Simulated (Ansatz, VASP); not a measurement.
Ti2C: VASP beside Ansatz

File INCAR:

```
PREC     = Accurate       # precision mode
ENCUT    = 520            # plane-wave cutoff, eV
EDIFF    = 1E-8           # SCF threshold, eV
ISMEAR   = -1             # smearing method
SIGMA    = 0.15           # smearing width, eV
LREAL    = False          # projectors in reciprocal space
LASPH    = True           # aspherical terms in the spheres
NELM     = 60             # most SCF steps
ALGO     = Normal         # electronic algorithm
ISIF     = 2              # what is computed and relaxed
LWAVE    = False          # write WAVECAR
LCHARG   = False          # write CHGCAR
LEFG     = True         
NBANDS   = 21             # bands
```

Contents of KPOINTS:

```
Automatic mesh
0
Gamma
  18 18 18
```

The input POSCAR:

```
Ti2C
1.0
    1.5138770307      0.8740373112      4.7323135355
   -1.5138770307      0.8740373112      4.7323135355
    0.0000000000     -1.7480746224      4.7323135355
Ti C
2 1
Direct
    0.2461770305      0.2461770305      0.2461770305
    0.7538229695      0.7538229695      0.7538229695
    0.5000000000      0.5000000000      0.5000000000
```

Input for Ansatz:

```yaml
crystal:
  lattice:
    - [1.5138770307, 0.8740373112, 4.7323135355]
    - [-1.5138770307, 0.8740373112, 4.7323135355]
    - [0.0, -1.7480746224, 4.7323135355]
  atoms:
    - { symbol: Ti, position: [0.2461770305, 0.2461770305, 0.2461770305] }
    - { symbol: Ti, position: [0.7538229695, 0.7538229695, 0.7538229695] }
    - { symbol: C, position: [0.5, 0.5, 0.5] }
basis:
  ecutwfc: 420
kpoints:
  mp_grid: { grid: [18, 18, 18] }
hamiltonian:
  xc: lda
scf:
  occupations: { method: fermi_dirac, width: 0.15 }
output:
  forces: true
  stress: true
  eigenvalues: true
  efg: {}
checkpoint:
  read: start.run
  write: ck
  compress: false
  write_wavefunctions: false
  write_every: 100000
```

Alike in both runs: task electric field gradients; functional LDA; k mesh 18 × 18 × 18; occupations fermi-dirac, width 0.15 eV; no spin polarisation.

|  | VASP | Ansatz |
| --- | --- | --- |
| version | VASP 6.6.1 | Ansatz 0.2.0 |
| potentials or method | VASP PAW LDA potentials, release 64 (Ti_sv, C), cutoff 520 eV | scalar-relativistic, plane waves, PAW |
| valence electrons in the cell | 28 | 28 |

VASP gave:

* gap on the k mesh at the Fermi level (eV): none
* pressure (GPa): 0.5
* rms of the force components (eV/Å): 0.025
* size of Vzz on the site where it differs most (V/Å²): 8.1

Which values does Ansatz return?

gap on the k mesh at the Fermi level (eV): none; pressure (GPa): 0.0; rms of the force components (eV/Å): 0.000; size of Vzz on the site where it differs most (V/Å²): 9.0.

LDA's correlation is that of Perdew and Zunger in VASP and of Perdew and Wang (1992) in Ansatz. Atom by atom the forces differ by 0.025 eV/Å (rms over components). A gap of «none» marks a metal or a gap that the smearing closes.
